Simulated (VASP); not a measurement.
# DyW2 (F-43m) in VASP: a series of runs, part 2 of 2

VASP 6.6.1. Earlier steps stand in the parts before.

### Step 3. Relaxation of cell and atoms, PBE

This run uses another cell than the first one, of 23.08 Å³/atom.

Input file INCAR:

```
PREC = Accurate
ENCUT = 500
EDIFF = 1E-7
ISMEAR = 0
SIGMA = 0.1
LREAL = False
LASPH = True
NELM = 200
ALGO = Normal
ISIF = 3
LWAVE = False
LCHARG = False
GGA = PE
IBRION = 2
NSW = 90
EDIFFG = -0.04
GGA_COMPAT = False
NELMIN = 4
LMAXMIX = 6
```

Input file KPOINTS:

```
Automatic mesh
0
Gamma
  4 4 4
```

Input file POSCAR:

```
DyW2
1.0
    0.0000000000      3.2591141700      3.2591141700
    3.2591141700      0.0000000000      3.2591141700
    3.2591141700      3.2591141700      0.0000000000
Dy W
1 2
Direct
    0.5000000000      0.5000000000      0.5000000000
    0.0000000000      0.0000000000      0.0000000000
    0.2500000000      0.2500000000      0.2500000000
```

Potentials or basis: VASP PAW PBE potentials, release 64 (Dy_3, W_sv), 4f in core.

Started as:

```bash
cat potpaw_PBE.64/Dy_3/POTCAR potpaw_PBE.64/W_sv/POTCAR > POTCAR
mpirun -np 1 vasp_std > vasp.out
```

OUTCAR:

```text
PREC = Accurate
   ENCUT = 500
   EDIFF = 1E-7
   ISMEAR = 0
   LREAL = False
   LASPH = True
   NELM = 200
   ISIF = 3
   GGA = PE
   IBRION = 2
   NSW = 90
   EDIFFG = -0.04
   NELMIN = 4

 ion  position               nearest neighbor table
   1  0.500  0.500  0.500-   3 2.82   3 2.82   3 2.82   3 2.82   2 3.26   2 3.26   2 3.26   2 3.26
                             2 3.26   2 3.26
   2  0.000  0.000  0.000-   3 2.82   3 2.82   3 2.82   3 2.82   1 3.26   1 3.26   1 3.26   1 3.26
                             1 3.26   1 3.26
   3  0.250  0.250  0.250-   2 2.82   2 2.82   2 2.82   1 2.82   2 2.82   1 2.82   1 2.82   1 2.82

  LATTYP: Found a face centered cubic cell.
 ALAT       =     6.5182283400

  Lattice vectors:

 A1 = (   0.0000000000,   3.2591141700,   3.2591141700)
 A2 = (   3.2591141700,   0.0000000000,   3.2591141700)
 A3 = (   3.2591141700,   3.2591141700,   0.0000000000)

Analysis of symmetry for initial positions (statically):
=====================================================================
 Subroutine PRICEL returns:
 Original cell was already a primitive cell.

 Routine SETGRP: Setting up the symmetry group for a
 face centered cubic supercell.

 Subroutine GETGRP returns: Found 24 space group operations
[... 142 lines left out ...]
--------------------------------------- Ionic step        1  -------------------------------------------

 number of electron      37.0000000 magnetization

 Free energy of the ion-electron system (eV)
  ---------------------------------------------------
  ext. energy  EPLUGINS =         0.00000000
  ---------------------------------------------------
  free energy    TOTEN  =       -27.61549827 eV

  energy without entropy =      -27.60173616  energy(sigma->0) =      -27.60861721

------------------------ aborting loop because EDIFF is reached ----------------------------------------

  FORCE on cell =-STRESS in cart. coord.  units (eV):
  Direction    XX          YY          ZZ          XY          YZ          ZX
  --------------------------------------------------------------------------------------
  -------------------------------------------------------------------------------------
  Total       -2.0147297     -2.0147297     -2.0147297      0.0000000     -0.0000000      0.0000000
  in kB      -46.6228320    -46.6228320    -46.6228320      0.0000000     -0.0000000      0.0000000
  external PRESSURE =     -46.6228320 kB  Pullay stress =       0.0000000 kB
[... 61 lines left out ...]
--------------------------------------- Ionic step        3  -------------------------------------------

 number of electron      36.9999997 magnetization

 Free energy of the ion-electron system (eV)
  ---------------------------------------------------
  ext. energy  EPLUGINS =         0.00000000
  ---------------------------------------------------
  free energy    TOTEN  =       -27.65436602 eV

  energy without entropy =      -27.64065192  energy(sigma->0) =      -27.64750897

 E-fermi :   5.9018     XC(G=0): -11.4286

 val. band max:        5.8377349975   @ k =   0.2500   0.0000   0.0000
 cond. band min:       6.2022470736   @ k =   0.5000   0.0000   0.0000
 fundamental gap:      0.3645120761
 Fermi energy:         5.9018380965

 k-point     1 :       0.0000    0.0000    0.0000
  band No.  band energies     occupation
      1     -67.5948      2.00000
      2     -67.1192      2.00000
      3     -31.8529      2.00000
      4     -31.8529      2.00000
      5     -31.8529      2.00000
      6     -31.3350      2.00000
[... 219 lines left out ...]
  FREE ENERGIE OF THE ION-ELECTRON SYSTEM (eV)
  ---------------------------------------------------
  free  energy   TOTEN  =       -27.6543660232 eV

  energy  without entropy=      -27.6406519168  energy(sigma->0) =      -27.64750897

 reached required accuracy - stopping structural energy minimisation
```

OSZICAR:

```text
N       E                     dE             d eps       ncg     rms          rms(c)
DAV:   1     0.353152517479E+03    0.35315E+03   -0.19673E+04   368   0.170E+03
DAV:   2    -0.237828078224E+01   -0.35553E+03   -0.35217E+03   352   0.543E+02
DAV:   3    -0.278549133652E+02   -0.25477E+02   -0.24865E+02   498   0.107E+02
[... 35 lines left out ...]
DAV:   8    -0.276543639425E+02   -0.15913E-04   -0.29464E-04   470   0.117E-01    0.234E-02
DAV:   9    -0.276543668506E+02   -0.29082E-05   -0.17301E-05   506   0.268E-02    0.159E-02
DAV:  10    -0.276543663622E+02    0.48847E-06   -0.14213E-05   494   0.182E-02    0.296E-03
DAV:  11    -0.276543660306E+02    0.33158E-06   -0.14953E-06   406   0.633E-03    0.161E-03
DAV:  12    -0.276543660232E+02    0.74351E-08   -0.57280E-08   266   0.159E-03
   3 F= -.27654366E+02 E0= -.27647509E+02  d E =-.388678E-01
```

Wall time 28 s (1 thread of Intel Xeon 6975P-C (Granite Rapids), shared host); peak memory 0.21 GiB.

What came out:

```
Free energy                           : -27.6544 eV
Relaxed volume                        : 22.23 Å³/atom
Relaxed cell                          : a = 4.552 Å, b = 4.552 Å, c = 4.552 Å, α = 60.00°, β = 60.00°, γ = 60.00°
Space group after relaxing (to 0.1 Å) : F-43m (No. 216)
Energy gained by relaxing             : 13.0 meV/atom
Ionic steps                           : 3
Pressure after relaxing               : -0.1 GPa
Band gap on the k mesh                : zero (an odd number of electrons rules out a gap without spin polarisation)
```

The path:
```csv
step,energy change (eV),largest force (eV/Å),pressure (GPa),volume (Å³)
1,0.0000,0.0000,-4.66,69.24
2,0.0678,0.0000,9.17,62.72
3,-0.0389,0.0000,-0.08,66.69
```

Final structure:
```
Dy W
1.0
     0.00000    3.21875    3.21875
     3.21875    0.00000    3.21875
     3.21875    3.21875    0.00000
Dy W
1 2
Direct
  0.50000 0.50000 0.50000
  0.00000 0.00000 0.00000
  0.25000 0.25000 0.25000
```

Caveat: the k points lie up to 0.42 Å⁻¹ apart in the final cell, too coarse for converged energies and pressures of a metal; spin-orbit coupling is left out, which moves the levels of the heavy elements; the 4f electrons are frozen in the core, so they carry no moment and show no levels. Spin polarisation is off, so any magnetic state and its effect on volume and gap are missing.

The gap in the log of VASP goes by the Fermi energy; the results here count the filled bands.